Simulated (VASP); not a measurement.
Wanted: the native input for a VASP 6.6.1 run.

```yaml
Task: single point
Functional: PBE
Potentials_or_basis: VASP PAW PBE potentials, release 64 (Mg, O)
Cutoff: 600 eV
k_mesh: 3 × 3 × 3
Occupations: gaussian, width 0.1 eV
Spin: no spin polarisation
Dipole_correction: no
Further_INCAR_settings: ALGO = Normal; EDIFF = 1e-06; NBANDS = 11
```

The structure of MgO lies in POSCAR:

```
MgO
1.0
    2.9380209034      0.0000000000      0.0000000000
   -1.4690104517      2.5444007392      0.0000000000
    0.0000000000      0.0000000000      2.6796800000
Mg O
1 1
Direct
    0.0000000000      0.0000000000      0.0000000000
    0.3333333333      0.6666666667      0.5000000000
```

One way to write it, as run:

INCAR

```
ALGO = Normal ; EDIFF = 1E-6
ENCUT = 600 ; GGA = PE
GGA_COMPAT = False ; ISIF = 2
ISMEAR = 0 ; LASPH = True
LCHARG = False ; LREAL = False
LWAVE = False ; NBANDS = 11
NELM = 120 ; PREC = Accurate
SIGMA = 0.1
```

KPOINTS

```
k-points
0
Gamma
  3 3 3
```

Potentials or basis: VASP PAW PBE potentials, release 64 (Mg, O).

Launch:

```bash
$ cat potpaw_PBE.64/Mg/POTCAR potpaw_PBE.64/O/POTCAR > POTCAR
$ mpirun -np 1 vasp_std > vasp.out
```

It gave:

- Pressure: -0.5 GPa
- Band gap on the k mesh: 2.94 eV, indirect (least direct gap 3.34 eV)

Caveat: the k points lie up to 0.82 Å⁻¹ apart.

Run time: 6.2 s on 1 thread of Intel Xeon 8259CL, with other jobs on the host, peak memory 0.13 GiB.
